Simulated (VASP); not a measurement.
# RbBr (Fm-3m) in VASP: notebook

RbBr is run at these levels: PBE-based screened hybrid with 10 % exact exchange, HSE06; tasks: single point.

Program: VASP 6.6.1. These are calculated values, not measurements. Logs are shortened: lines on timing, memory, paths and dates and some standing lists are left out, and cuts for length are marked.

**1. The cell of the first run**

The structure is cubic, space group Fm-3m (No. 225). Conventional cell: a = 6.922 Å, b = 6.922 Å, c = 6.922 Å, α = 90.00°, β = 90.00°, γ = 90.00°. Within 4.5 Å of Rb (site symmetry m-3m) lie 6 Br at 3.46 Å. Within 4.5 Å of Br (site symmetry m-3m) lie 6 Rb at 3.46 Å.

**2. Single point, PBE-based screened hybrid with 10 % exact exchange**

The input, POSCAR:

```
RbBr
1.0
    0.0000000000      3.4608320474      3.4608320474
    3.4608320474      0.0000000000      3.4608320474
    3.4608320474      3.4608320474      0.0000000000
Rb Br
1 1
Direct
    0.0000000000      0.0000000000      0.0000000000
    0.5000000000      0.5000000000      0.5000000000
```

The input, INCAR.step1:

```
SYSTEM = RbBr
PREC     = Accurate       ! precision mode
ENCUT    = 520            ! plane-wave cutoff, eV
EDIFF    = 1E-5           ! SCF threshold, eV
ISMEAR   = 0              ! smearing method
SIGMA    = 0.01           ! smearing width, eV
LREAL    = .False.        ! projectors in reciprocal space
LASPH    = .True.         ! aspherical terms in the spheres
NELM     = 80             ! most SCF steps
ALGO     = Normal         ! electronic algorithm
ISIF     = 2              ! what is computed and relaxed
LWAVE    = .True.         ! write WAVECAR
GGA      = PE             ! functional
NBANDS   = 15             ! bands
```

The input, INCAR.step2:

```
SYSTEM = RbBr
PREC     = Accurate       ! precision mode
ENCUT    = 520            ! plane-wave cutoff, eV
EDIFF    = 1E-6           ! SCF threshold, eV
ISMEAR   = 0              ! smearing method
SIGMA    = 0.01           ! smearing width, eV
LREAL    = .False.        ! projectors in reciprocal space
LASPH    = .True.         ! aspherical terms in the spheres
NELM     = 80             ! most SCF steps
ALGO     = Normal         ! electronic algorithm
ISIF     = 2              ! what is computed and relaxed
LWAVE    = .False.        ! write WAVECAR
LCHARG   = .True.         ! write CHGCAR
GGA      = PE             ! functional
LHFCALC  = .True.         ! exact exchange
AEXX     = 0.1            ! exact-exchange fraction
HFSCREEN = 0.1            ! screening, 1/A
PRECFOCK = Normal       
LELF     = .True.         ! ELF
LVHAR    = .True.       
ISTART   = 1            
NBANDS   = 15             ! bands
```

The input, KPOINTS:

```
regular mesh
0
Gamma
  4 4 4
  0 0 0
```

Potentials or basis: VASP PAW PBE potentials, release 64 (Rb_sv, Br).

Command:

```console
$ cat potpaw_PBE.64/Rb_sv/POTCAR potpaw_PBE.64/Br/POTCAR > POTCAR
$ cp INCAR.step1 INCAR
$ mpirun -np 1 vasp_std > vasp.out
$ cp INCAR.step2 INCAR
$ mpirun -np 1 vasp_std > vasp.out
```

OUTCAR:

```text
SYSTEM = RbBr
   PREC = Accurate
   ENCUT = 520
   EDIFF = 1E-6
   ISMEAR = 0
   LREAL = .False.
   LASPH = .True.
   NELM = 80
   ISIF = 2
   GGA = PE
   LHFCALC = .True.
   AEXX = 0.1
   HFSCREEN = 0.1
   PRECFOCK = Normal
   ISTART = 1

 ion  position               nearest neighbor table
   1  0.000  0.000  0.000-   2 3.46   2 3.46   2 3.46   2 3.46   2 3.46   2 3.46
   2  0.500  0.500  0.500-   1 3.46   1 3.46   1 3.46   1 3.46   1 3.46   1 3.46

  LATTYP: Found a face centered cubic cell.
 ALAT       =     6.9216640948

  Lattice vectors:

 A1 = (   0.0000000000,   3.4608320474,   3.4608320474)
 A2 = (   3.4608320474,   0.0000000000,   3.4608320474)
 A3 = (   3.4608320474,   3.4608320474,   0.0000000000)

Analysis of symmetry for initial positions (statically):
=====================================================================
 Subroutine PRICEL returns:
 Original cell was already a primitive cell.

 Routine SETGRP: Setting up the symmetry group for a
 face centered cubic supercell.

 Subroutine GETGRP returns: Found 48 space group operations
 (whereof 48 operations were pure point group operations)
 out of a pool of 48 trial point group operations.

The static configuration has the point symmetry O_h .

Analysis of symmetry for dynamics (positions and initial velocities):
=====================================================================
 Subroutine PRICEL returns:
 Original cell was already a primitive cell.

 Routine SETGRP: Setting up the symmetry group for a
 face centered cubic supercell.

 Subroutine GETGRP returns: Found 48 space group operations
 (whereof 48 operations were pure point group operations)
 out of a pool of 48 trial point group operations.

The dynamic configuration has the point symmetry O_h .

 Subroutine INISYM returns: Found 48 space group operations
 (whereof 48 operations are pure point group operations),
 and found     1 'primitive' translations

----------------------------------------------------------------------------------------

                                     Primitive cell

  volume of cell :      82.9033

  direct lattice vectors                    reciprocal lattice vectors
     0.000000000  3.460832047  3.460832047    -0.144473928  0.144473928  0.144473928
     3.460832047  0.000000000  3.460832047     0.144473928 -0.144473928  0.144473928
     3.460832047  3.460832047  0.000000000     0.144473928  0.144473928 -0.144473928

  length of vectors
     4.894355619  4.894355619  4.894355619     0.250236184  0.250236184  0.250236184

  position of ions in fractional coordinates (direct lattice)
     0.000000000  0.000000000  0.000000000
     0.500000000  0.500000000  0.500000000

  ion indices of the primitive-cell ions
   primitive index   ion index
                 1           1
                 2           2

----------------------------------------------------------------------------------------

 KPOINTS: regular mesh

Automatic generation of k-mesh.
 Grid dimensions read from file:
 generate k-points for:    4    4    4

 Generating k-lattice:

  Cartesian coordinates                     Fractional coordinates (reciprocal lattice)
    -0.036118482  0.036118482  0.036118482     0.250000000  0.000000000  0.000000000
     0.036118482 -0.036118482  0.036118482     0.000000000  0.250000000  0.000000000
     0.036118482  0.036118482 -0.036118482     0.000000000  0.000000000  0.250000000

  Length of vectors
     0.062559046  0.062559046  0.062559046

  Shift w.r.t. Gamma in fractional coordinates (k-lattice)
     0.000000000  0.000000000  0.000000000

 Subroutine IBZKPT returns following result:
 ===========================================

 Found      8 irreducible k-points:

 Following reciprocal coordinates:
            Coordinates               Weight
  0.000000  0.000000  0.000000      1.000000
  0.250000  0.000000  0.000000      8.000000
  0.500000  0.000000  0.000000      4.000000
  0.250000  0.250000  0.000000      6.000000
  0.500000  0.250000  0.000000     24.000000
 -0.250000  0.250000  0.000000     12.000000
  0.500000  0.500000  0.000000      3.000000
 -0.250000  0.500000  0.250000      6.000000
   k-points           NKPTS =      8   k-points in BZ     NKDIM =     64   number of bands    NBANDS=     15
   number of dos      NEDOS =    301   number of ions     NIONS =      2
   total plane-waves  NPLWV =  46656
   dimension x,y,z NGX =    36 NGY =   36 NGZ =   36
   dimension x,y,z NGXF=    72 NGYF=   72 NGZF=   72
   ions per type =               1   1
   NGX,Y,Z   is equivalent  to a cutoff of  12.23, 12.23, 12.23 a.u.
   NGXF,Y,Z  is equivalent  to a cutoff of  24.46, 24.46, 24.46 a.u.
 SYSTEM =  RbBr
   PREC   = accura    normal or accurate (medium, high low for compatibility)
   ISTART =      1    job   : 0-new  1-cont  2-samecut
   ICHARG =      0    charge: 1-file 2-atom 10-const
   ISPIN  =      1    spin polarized calculation?
   LNONCOLLINEAR =      F non collinear calculations
   LSORBIT =      F    spin-orbit coupling
   LASPH  =      T    aspherical Exc in radial PAW
   ENCUT  =  520.0 eV  38.22 Ry    6.18 a.u.   9.10  9.10  9.10*2*pi/ulx,y,z
   NELM   =     80;   NELMIN=  2; NELMDL=  0     # of ELM steps
   EDIFF  = 0.1E-05   stopping-criterion for ELM
   LREAL  =      F    real-space projection
   EDIFFG = 0.1E-04   stopping-criterion for IOM
   NSW    =      0    number of steps for IOM
   IBRION =     -1    ionic relax: 0-MD 1-quasi-New 2-CG
   NFREE  =      0    steps in history (QN), initial steepest desc. (CG)
   ISIF   =      2    stress and relaxation
   ISYM   =      3    0-nonsym 1-usesym 2-fastsym
   POTIM  = 0.5000    time-step for ionic-motion
   TEBEG  =    0.0;   TEEND  =   0.0 temperature during run
   PSTRESS=    0.0 pullay stress
   NELECT =      16.0000    total number of electrons
   NUPDOWN=      -1.0000    fix difference up-down
   EMIN   =  10.00;   EMAX   =-10.00  energy-range for DOS
   EFERMI =   0.00;   METHOD = LEGACY
   ISMEAR =     0;   SIGMA  =   0.01  broadening in eV -4-tet -1-fermi 0-gaus
   EFERMI_NEDOS =   21; number of points for ismear=-14 and -15
   IALGO  =     38    algorithm
   IMIX   =      1    mixing-type and parameters
     AMIX     =   0.40;   BMIX     =  1.00
     AMIX_MAG =   1.60;   BMIX_MAG =  1.00
  volume/ion in A,a.u.               =      41.45       279.73
  Fermi-wavevector in a.u.,A,eV,Ry     =   0.946072  1.787817 12.177931  0.895053
  Thomas-Fermi vector in A             =   2.074035
   LORBIT       =      0    0 simple, 1 ext, 2 COOP (PROOUT), +10 PAW based schemes
   GGA     = PE    functional components
   LHFCALC =     T    Hartree Fock is set to
   PRECFOCK=normal    Normal, Fast or Accurate (Low or Medium for compatibility)
   ENCUT4O =  -1.0   cutoff for four orbital integrals eV
   NKREDX  =     1    reduce k-point grid by
   NKREDY  =     1    reduce k-point grid by
   NKREDZ  =     1    reduce k-point grid by
   AEXX    =    0.1000 exact exchange contribution
   HFSCREEN=    0.1000 screening length (either q_TF or 0.3 A-1)
   HFSCREENC=   0.1000 screening length for correlation (either q_TF or 0.3 A-1)
   ENCUTFOCK=  -1.0 apply spherical cutoff to Coloumb kernel
   IVDW    =     0    specifies the selected vdW correction
   LEPSILON=     F    determine dielectric tensor
   LRPA    =     F    only Hartree local field effects (RPA)
 non-spin polarized calculation
 Gauss-broadening in eV      SIGMA  =   0.01
  energy-cutoff  :      520.00
  volume of cell :       82.90
 maximum number of plane-waves:      2252
  NGX = 28; NGY = 28; NGZ = 28

 number of electron      15.9999997 magnetization

 Free energy of the ion-electron system (eV)
  ---------------------------------------------------
  ext. energy  EPLUGINS =         0.00000000
  ---------------------------------------------------
  free energy    TOTEN  =        -6.58573471 eV

  energy without entropy =       -6.58573471  energy(sigma->0) =       -6.58573471

 E-fermi :  -2.2037     XC(G=0):  -6.5892

 val. band max:       -2.2849576506   @ k =   0.0000   0.0000   0.0000
 cond. band min:       2.5969295025   @ k =   0.0000   0.0000   0.0000
 fundamental gap:      4.8818871531
 Fermi energy:        -2.2037388482

 k-point     1 :       0.0000    0.0000    0.0000
  band No.  band energies     occupation
      1     -27.4487      2.00000
      2     -14.8584      2.00000
      3     -11.0528      2.00000
      4     -11.0528      2.00000
      5     -11.0528      2.00000
      6      -2.2850      2.00000
      7      -2.2850      2.00000
      8      -2.2850      2.00000
      9       2.5969      0.00000
     10       5.6347      0.00000
     11       5.6347      0.00000
     12       5.6347      0.00000
     13       6.5385      0.00000
     14       6.5385      0.00000
     15       9.2174      0.00000

 k-point     2 :       0.2500    0.0000    0.0000
  band No.  band energies     occupation
      1     -27.4445      2.00000
      2     -14.8761      2.00000
      3     -11.0559      2.00000
      4     -11.0559      2.00000
      5     -11.0303      2.00000
      6      -2.8238      2.00000
      7      -2.4603      2.00000
      8      -2.4603      2.00000
      9       3.8433      0.00000
     10       5.4655      0.00000
     11       6.3512      0.00000
     12       6.3512      0.00000
     13       7.3844      0.00000
     14       7.3844      0.00000
     15      10.6713      0.00000
[... 77 lines left out ...]
      3     -11.2196      2.00000
      4     -11.1189      2.00000
      5     -11.1189      2.00000
      6      -2.7676      2.00000
      7      -2.4488      2.00000
      8      -2.4488      2.00000
      9       3.9492      0.00000
     10       5.3902      0.00000
     11       7.3976      0.00000
     12       7.5830      0.00000
     13       7.7650      0.00000
     14       9.1930      0.00000
     15       9.1930      0.00000

 k-point     8 :      -0.2500    0.5000    0.2500
  band No.  band energies     occupation
      1     -27.4379      2.00000
      2     -14.8303      2.00000
      3     -11.1691      2.00000
      4     -11.1691      2.00000
      5     -11.0353      2.00000
      6      -2.7604      2.00000
      7      -2.6370      2.00000
      8      -2.6370      2.00000
      9       5.3857      0.00000
     10       5.3857      0.00000
     11       6.5314      0.00000
     12       6.9124      0.00000
     13       9.2362      0.00000
     14       9.2634      0.00000
     15       9.2754      0.00000

------------------------ aborting loop because EDIFF is reached ----------------------------------------

  FORCE on cell =-STRESS in cart. coord.  units (eV):
  Direction    XX          YY          ZZ          XY          YZ          ZX
  --------------------------------------------------------------------------------------
  -------------------------------------------------------------------------------------
  Total        0.2379682      0.2379682      0.2379682     -0.0000000     -0.0000000     -0.0000000
  in kB        4.5989415      4.5989415      4.5989415     -0.0000000     -0.0000000     -0.0000000
  external PRESSURE =       4.5989415 kB  Pullay stress =       0.0000000 kB

 VOLUME and BASIS-vectors are now :
 -----------------------------------------------------------------------------
  energy-cutoff  :      520.00
  volume of cell :       82.90
      direct lattice vectors                 reciprocal lattice vectors
     0.000000000  3.460832047  3.460832047    -0.144473928  0.144473928  0.144473928
     3.460832047  0.000000000  3.460832047     0.144473928 -0.144473928  0.144473928
     3.460832047  3.460832047  0.000000000     0.144473928  0.144473928 -0.144473928

 POSITION                                       TOTAL-FORCE (eV/Angst)
 -----------------------------------------------------------------------------------
      0.00000      0.00000      0.00000         0.000000      0.000000     -0.000000
      3.46083      3.46083      3.46083        -0.000000     -0.000000      0.000000
 -----------------------------------------------------------------------------------
    total drift:                               -0.000000     -0.000000      0.000000

  FREE ENERGIE OF THE ION-ELECTRON SYSTEM (eV)
  ---------------------------------------------------
  free  energy   TOTEN  =        -6.5857347098 eV

  energy  without entropy=       -6.5857347098  energy(sigma->0) =       -6.58573471
```

Run time: 13 min. Hardware: 1 thread of AMD EPYC 7R43 (Zen 3), shared host; peak memory 0.28 GiB.

Results:

| Quantity | Value |
| --- | --- |
| Free energy | -6.5857 eV |
| Pressure | 0.5 GPa |
| Band gap on the k mesh | 4.88 eV |

Levels at points of the mesh, in eV from the valence-band top:
```tsv
k point	band 4	band 5	band 6	band 7	band 8	band 9	band 10	band 11	band 12	band 13
(0.00, 0.00, 0.00)	-8.77	-8.77	0.00	0.00	0.00	4.88	7.92	7.92	7.92	8.82
(0.50, 0.00, 0.00)	-8.77	-8.72	-0.96	-0.34	-0.34	7.33	8.26	10.12	10.12	10.73
(0.50, 0.50, 0.00)	-8.83	-8.83	-0.48	-0.16	-0.16	6.23	7.68	9.68	9.87	10.05
```

Caveat: the PAW data sets were made with another functional, which shifts forces and pressure a little.

[end of part 1 of 2]
